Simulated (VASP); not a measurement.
Here is a VASP 6.6.1 calculation.

INCAR

```
SYSTEM = Zr
PREC = Accurate
ENCUT = 500
EDIFF = 1E-6
ISMEAR = 0
SIGMA = 0.1
LREAL = .FALSE.
LASPH = .TRUE.
NELM = 120
ALGO = Normal
ISIF = 2
LWAVE = .FALSE.
LCHARG = .FALSE.
GGA = CA
NBANDS = 12
GGA_COMPAT = .FALSE.
```

File KPOINTS:

```
Automatic mesh
0
G
  8 8 8
  0 0 0
```

Contents of POSCAR:

```
Zr
1.0
    0.0000000000      2.2550000000      2.2550000000
    2.2550000000      0.0000000000      2.2550000000
    2.2550000000      2.2550000000      0.0000000000
Zr
1
Direct
    0.0000000000      0.0000000000      0.0000000000
```

Potentials or basis: VASP PAW LDA potentials, release 64 (Zr_sv).

The run is started by

```bash
$ cat potpaw_LDA.64/Zr_sv/POTCAR > POTCAR
$ mpirun -np 1 vasp_std > vasp.out
```

Task: Predict the pressure.

Result: -5.9 GPa.

Task: Estimate the band gap on the k mesh.

Result: Zero (band 6 reaches 9.81 eV, above the bottom of band 7 at 8.48 eV).
